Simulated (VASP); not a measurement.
A run of VASP 6.6.1 is set up as follows.

File INCAR:

```
SYSTEM = Si4Mo2S
ALGO     = Fast           ! electronic algorithm
DIPOL    = 0.5 0.5 0.361
EDIFF    = 1E-6           ! SCF threshold, eV
ENCUT    = 520            ! plane-wave cutoff, eV
GGA      = PE             ! functional
IDIPOL   = 3            
ISIF     = 2              ! what is computed and relaxed
ISMEAR   = 0              ! smearing method
LASPH    = .TRUE.         ! aspherical terms in the spheres
LCHARG   = .FALSE.        ! write CHGCAR
LDIPOL   = .TRUE.       
LREAL    = .FALSE.        ! projectors in reciprocal space
LWAVE    = .FALSE.        ! write WAVECAR
NBANDS   = 34             ! bands
NELM     = 80             ! most SCF steps
PREC     = Accurate       ! precision mode
SIGMA    = 0.1            ! smearing width, eV
```

KPOINTS

```
k-points
0
G
  8 8 1
  0 0 0
```

POSCAR

```
Si4Mo2S
1.0
    3.2169717406      0.0000000000      0.0000000000
    0.0000000000      3.2169717406      0.0000000000
    0.0000000000      0.0000000000     21.8787970309
Si Mo S
4 2 1
Direct
    0.0000000000      0.0000000000      0.1828254083
    0.0000000000      0.0000000000      0.3015081460
    0.5000000000      0.5000000000      0.3593659940
    0.5000000000      0.5000000000      0.4743769512
    0.5000000000      0.5000000000      0.2421667771
    0.0000000000      0.0000000000      0.4192862009
    0.7500000000      0.7500000000      0.5508910342
```

Potentials or basis: VASP PAW PBE potentials, release 64 (Si, Mo_sv, S).

Run with:

```bash
$ cat potpaw_PBE.64/Si/POTCAR potpaw_PBE.64/Mo_sv/POTCAR potpaw_PBE.64/S/POTCAR > POTCAR
$ mpirun -np 1 vasp_std > vasp.out
```

Question: What does it give for the largest force?

Answer: 0.968 eV/Å.

Question: Estimate the band gap on the k mesh.

Answer: Zero (bands 25 and 26 overlap by 0.43 eV).

Forces in eV/Å, atoms in the order of the input:
```
Si  -0.017 -0.017  0.608
Si   0.020  0.020 -0.636
Si  -0.057 -0.057 -0.275
Si  -0.677 -0.677  0.139
Mo   0.027  0.027 -0.132
Mo   0.161  0.161  0.327
S    0.543  0.543 -0.032
```
